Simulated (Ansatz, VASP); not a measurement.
One calculation of HfO2, two programs

Contents of INCAR:

```
PREC = Accurate
ENCUT = 600
EDIFF = 1E-6
ISMEAR = 0
SIGMA = 0.01
LREAL = False
LASPH = True
NELM = 60
ALGO = Normal
ISIF = 3
LWAVE = False
LCHARG = False
GGA = PE
IVDW = 13
IBRION = 2
NSW = 80
EDIFFG = -0.01
```

File KPOINTS:

```
Automatic mesh
0
Gamma
  6 6 6
```

The input POSCAR:

```
HfO2
1.0
    0.0000000000      2.5575000000      2.5575000000
    2.5575000000      0.0000000000      2.5575000000
    2.5575000000      2.5575000000      0.0000000000
Hf O
1 2
Direct
    0.0000000000      0.0000000000      0.0000000000
    0.2500000000      0.2500000000      0.2500000000
    0.7500000000      0.7500000000      0.7500000000
```

Input for Ansatz:

```yaml
crystal:
  lattice:
    - [0.0, 2.5575, 2.5575]
    - [2.5575, 0.0, 2.5575]
    - [2.5575, 2.5575, 0.0]
  atoms:
    - { symbol: Hf, position: [0.0, 0.0, 0.0] }
    - { symbol: O, position: [0.25, 0.25, 0.25] }
    - { symbol: O, position: [0.75, 0.75, 0.75] }
kpoints:
  mp_grid:
    grid: [6, 6, 6]
    shift: [0.0, 0.0, 0.0]
hamiltonian:
  xc: pbe
  dispersion: d4
scf:
  occupations:
    method: fixed
relax:
  f_tol: 0.01
  cell: {}
```

Alike in both runs: task relaxation of cell and atoms; functional PBE; dispersion D4; k mesh 6 × 6 × 6; no spin polarisation.

```csv
,VASP,Ansatz
version,VASP 6.6.1,Ansatz 0.2.0
potentials or method,"VASP PAW PBE potentials, release 64 (Hf_pv, O)","plane waves, PAW"
plane-wave cutoff (eV),600,420
occupations,"gaussian, width 0.01 eV",fixed
valence electrons in the cell,22,38
```

```tsv
	VASP	Ansatz	Ansatz less VASP
relaxed volume (Å³/atom)	10.72	10.89	+0.169
relaxed cell length with the largest relative difference (Å)	3.570	3.589	+0.0187
```

VASP's potentials hold 22 valence electrons a cell and Ansatz's 38, so a difference there can come from the potentials and not from the codes.

Spin-orbit coupling is off throughout.
